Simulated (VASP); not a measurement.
The system is BaTiO3.

```xyz
5
Lattice="3.9730 0.0000 0.0000 0.0000 3.9730 0.0000 0.0000 0.0000 3.9910" Properties=species:S:1:pos:R:3 pbc="T T T"
Ba    0.0000    0.0000    0.0000
Ti    1.9865    1.9865    1.9556
O     0.0000    1.9865    2.0634
O     1.9865    0.0000    2.0634
O     1.9865    1.9865    0.0758
```

Base run:

```yaml
Program: VASP 6.6.1
Functional: r2SCAN
Potentials_or_basis: VASP PAW PBE potentials, release 64 (Ba_sv, Ti_sv, O)
Cutoff: 520 eV
k_mesh: 7 × 7 × 7
Occupations: fermi-dirac, width 0.05 eV
Spin: no spin polarisation
```

Its results: band gap on the k mesh 2.31 eV, indirect (least direct gap 2.49 eV); pressure 5.0 GPa; largest force 0.168 eV/Å.

Task: After a change of settings the same cell gave: band gap on the k mesh 1.91 eV, indirect (least direct gap 2.09 eV); pressure 8.0 GPa; largest force 0.146 eV/Å. Which change was it?
A. functional from r2SCAN to PBEsol; further incar settings from ALGO = Normal; EDIFF = 1e-07; NBANDS = 28 to ALGO = Normal; EDIFF = 1e-06; NBANDS = 28
B. functional from r2SCAN to revPBE; further incar settings from ALGO = Normal; EDIFF = 1e-07; NBANDS = 28 to ALGO = Normal; EDIFF = 1e-06; NBANDS = 28
C. functional from r2SCAN to RPBE; dispersion from none to D3(BJ)
D. functional from r2SCAN to PBE

Result: D.

r2SCAN gives the wider gap, since meta-GGAs in the generalised Kohn-Sham scheme recover part of the derivative discontinuity.

Caveats: spin-orbit coupling is left out, which moves the levels of the heavy elements; the PAW data sets were made with another functional, which shifts forces and pressure a little (some runs).
